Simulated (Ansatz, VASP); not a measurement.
## CdSe: VASP beside Ansatz

```
CELL_PARAMETERS angstrom
0.08326 3.08509 3.08509
3.08509 0.08326 3.08509
3.08509 3.08509 0.08326
ATOMIC_POSITIONS crystal
Cd 0.00298 0.00298 0.00298
Se 0.24702 0.24702 0.24702
```

Change from the starting cell: epitaxial_111 strain -2.1%.

Alike in both runs: task single point; functional HSE06; k mesh 6 × 6 × 6; no spin polarisation.

|  | VASP | Ansatz |
| --- | --- | --- |
| version | VASP 6.6.1 | Ansatz 0.2.0 |
| potentials or method | VASP PAW PBE potentials, release 64 (Cd, Se) | plane waves, PAW |
| plane-wave cutoff (eV) | 520 | 420 |
| occupations | gaussian, width 0.01 eV | fixed |
| valence electrons in the cell | 18 | 36 |

Ansatz gave:

| Quantity | Value |
| --- | --- |
| gap on the k mesh at the Fermi level (eV) | 1.45 |
| pressure (GPa) | 1.5 |
| traceless stress, the component that is largest in VASP (GPa) | -0.62 |
| rms of the force components (eV/Å) | 0.010 |

Q: Estimate VASP's values.

A: gap on the k mesh at the Fermi level (eV): 1.46; pressure (GPa): 1.7; traceless stress, the component that is largest in VASP (GPa): -0.63; rms of the force components (eV/Å): 0.009.

Atom by atom the forces differ by 0.001 eV/Å (rms over components). VASP's potentials hold 18 valence electrons a cell and Ansatz's 36, so a difference there can come from the potentials and not from the codes. Ansatz's warnings: stress exchange threshold loose, stress scf threshold loose.
